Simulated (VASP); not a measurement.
# LaAgO3 (Pm-3m) in VASP: a series of runs, part 2 of 2

VASP 6.6.1. The steps go on from the part before.

**4. Single point, LDA**

This run uses another cell than the first one, of 13.18 Å³/atom, 1.056 times its volume.

File INCAR:

```
SYSTEM = LaAgO3
PREC = Accurate
ENCUT = 520
EDIFF = 1E-6
ISMEAR = -1
SIGMA = 0.15
LREAL = .FALSE.
LASPH = .TRUE.
NELM = 80
ALGO = Normal
ISIF = 2
LWAVE = .FALSE.
LCHARG = .TRUE.
LELF = .TRUE.
LVHAR = .TRUE.
NBANDS = 28
```

File KPOINTS:

```
regular mesh
0
G
  6 6 6
  0 0 0
```

File POSCAR:

```
LaAgO3
1.0
    4.0387959009      0.0000000000      0.0000000000
    0.0000000000      4.0387959009      0.0000000000
    0.0000000000      0.0000000000      4.0387959009
La Ag O
1 1 3
Direct
    0.5000000000      0.5000000000      0.5000000000
    0.0000000000      0.0000000000      0.0000000000
    0.5000000000      0.0000000000      0.0000000000
    0.0000000000      0.5000000000      0.0000000000
    0.0000000000      0.0000000000      0.5000000000
```

Command:

```
cat potpaw_LDA.64/La/POTCAR potpaw_LDA.64/Ag/POTCAR potpaw_LDA.64/O/POTCAR > POTCAR
mpirun -np 1 vasp_std > vasp.out
```

Run time: 45 s. Hardware: 1 thread of AMD EPYC 7R13 (Zen 3), shared host; peak memory 0.15 GiB.

Results (log left out):

| Quantity | Value |
| --- | --- |
| Free energy | -34.6577 eV |
| Pressure | -5.4 GPa |
| Band gap on the k mesh | zero (band 20 reaches 9.77 eV, above the bottom of band 21 at 5.81 eV) |

Levels at points of the mesh, in eV from the Fermi level:
```
           k point  band 17  band 18  band 19  band 20  band 21  band 22  band 23  band 24
(0.00, 0.00, 0.00)    -2.76    -2.76    -1.96    -1.96    -1.96     1.65     1.65     2.06
(0.50, 0.00, 0.00)    -2.53    -2.53    -1.48    -1.48    -0.03     1.89     2.06     2.07
(0.50, 0.50, 0.00)    -1.82    -1.82    -1.75    -1.66     1.90     1.90     2.06     2.10
(0.50, 0.50, 0.50)    -1.40    -1.40    -1.40     2.00     2.00     2.00     2.14     2.32
```

Caveat: spin-orbit coupling is left out, which moves the levels of the heavy elements.

**5. Single point, LDA**

This run uses another cell than the first one, of 13.52 Å³/atom, 1.083 times its volume.

File INCAR:

```
PREC = Accurate
ENCUT = 520
EDIFF = 1E-7
ISMEAR = -1
SIGMA = 0.15
LREAL = F
LASPH = T
NELM = 100
ALGO = Normal
ISIF = 2
LWAVE = F
LCHARG = T
GGA = CA
LELF = T
LVHAR = T
NBANDS = 28
```

File KPOINTS:

```
regular mesh
0
Gamma
  6 6 6
```

Changes to POSCAR since step 4:

```diff
@@ -2,5 +2,5 @@
 1.0
-    4.0387959009      0.0000000000      0.0000000000
-    0.0000000000      4.0387959009      0.0000000000
-    0.0000000000      0.0000000000      4.0387959009
+    4.0739176282      0.0000000000      0.0000000000
+    0.0000000000      4.0739176282      0.0000000000
+    0.0000000000      0.0000000000      4.0739176282
 La Ag O
```

Command:

```
cat potpaw_LDA.64/La/POTCAR potpaw_LDA.64/Ag/POTCAR potpaw_LDA.64/O/POTCAR > POTCAR
mpirun -np 1 vasp_std > vasp.out
```

Run time: 47 s. Hardware: 1 thread of AMD EPYC 7R13 (Zen 3), shared host; peak memory 0.15 GiB.

It converged, with:

```
Free energy            : -34.5791 eV
Pressure               : -9.3 GPa
Band gap on the k mesh : zero (band 20 reaches 9.35 eV, above the bottom of band 21 at 5.53 eV)
```

Levels at points of the mesh, in eV from the Fermi level:
| k point | band 16 | band 17 | band 18 | band 19 | band 20 | band 21 | band 22 | band 23 | band 24 | band 25 |
| --- | --- | --- | --- | --- | --- | --- | --- | --- | --- | --- |
| (0.00, 0.00, 0.00) | -2.58 | -2.58 | -2.58 | -1.83 | -1.83 | -1.83 | 1.74 | 1.74 | 2.05 | 2.19 |
| (0.50, 0.00, 0.00) | -3.25 | -2.37 | -2.37 | -1.39 | -1.39 | -0.05 | 1.89 | 2.04 | 2.05 | 2.12 |
| (0.50, 0.50, 0.00) | -2.02 | -1.74 | -1.72 | -1.72 | -1.52 | 1.89 | 1.89 | 2.05 | 2.08 | 2.13 |
| (0.50, 0.50, 0.50) | -1.49 | -1.34 | -1.34 | -1.34 | 1.98 | 1.98 | 1.98 | 2.12 | 2.29 | 2.29 |

Caveat: spin-orbit coupling is left out, which moves the levels of the heavy elements.

**6. Single point, LDA**

This run uses another cell than the first one, of 13.87 Å³/atom, 1.111 times its volume.

File INCAR:

```
SYSTEM = LaAgO3
PREC     = Accurate       ! precision mode
ENCUT    = 520            ! plane-wave cutoff, eV
EDIFF    = 1E-6           ! SCF threshold, eV
ISMEAR   = -1             ! smearing method
SIGMA    = 0.15           ! smearing width, eV
LREAL    = .FALSE.        ! projectors in reciprocal space
LASPH    = .TRUE.         ! aspherical terms in the spheres
NELM     = 60             ! most SCF steps
ALGO     = Normal         ! electronic algorithm
ISIF     = 2              ! what is computed and relaxed
LWAVE    = .FALSE.        ! write WAVECAR
LCHARG   = .FALSE.        ! write CHGCAR
NBANDS   = 28             ! bands
```

File KPOINTS:

```
Automatic mesh
0
G
  6 6 6
  0 0 0
```

Changes to POSCAR since step 5:

```diff
@@ -2,5 +2,5 @@
 1.0
-    4.0739176282      0.0000000000      0.0000000000
-    0.0000000000      4.0739176282      0.0000000000
-    0.0000000000      0.0000000000      4.0739176282
+    4.1084440000      0.0000000000      0.0000000000
+    0.0000000000      4.1084440000      0.0000000000
+    0.0000000000      0.0000000000      4.1084440000
 La Ag O
```

Potentials or basis: VASP PAW LDA potentials, release 64 (La, Ag, O).

Command:

```
cat potpaw_LDA.64/La/POTCAR potpaw_LDA.64/Ag/POTCAR potpaw_LDA.64/O/POTCAR > POTCAR
mpirun -np 1 vasp_std > vasp.out
```

It took 66 s on 1 thread of AMD EPYC 7R13 (Zen 3), shared host; peak memory 0.16 GiB.

It converged, with:

```yaml
Free_energy: -34.4623 eV
Pressure: -12.6 GPa
Band_gap_on_the_k_mesh: zero (band 20 reaches 8.95 eV, above the bottom of band 21 at 5.26 eV)
```

Levels at points of the mesh, in eV from the Fermi level:
```
           k point  band 17  band 18  band 19  band 20  band 21  band 22  band 23  band 24
(0.00, 0.00, 0.00)    -2.42    -2.42    -1.72    -1.72    -1.72     1.81     1.81     2.03
(0.50, 0.00, 0.00)    -2.23    -2.23    -1.31    -1.31    -0.08     1.88     2.02     2.03
(0.50, 0.50, 0.00)    -1.73    -1.63    -1.63    -1.40     1.88     1.88     2.03     2.06
(0.50, 0.50, 0.50)    -1.29    -1.29    -1.29     1.97     1.97     1.97     2.10     2.26
```

Caveat: spin-orbit coupling is left out, which moves the levels of the heavy elements.

**7. The runs side by side**

```tsv
cell	gap on the mesh (eV)	pressure (GPa)
a = 3.967 Å, 5 atoms	none	4.2
a = 4.003 Å, 5 atoms	none	-1.0
a = 4.039 Å, 5 atoms	none	-5.4
a = 4.074 Å, 5 atoms	none	-9.3
a = 4.108 Å, 5 atoms	none	-12.6
```

Alike in all rows: task single point; level LDA; potentials or basis VASP PAW LDA potentials, release 64 (La, Ag, O); no spin polarisation; k mesh 6 × 6 × 6; cutoff (eV) 520; smearing fermi-dirac 0.15 eV.

Caveats: spin-orbit coupling is left out, which moves the levels of the heavy elements.

Absolute energies hang on the potentials; compare differences alone.
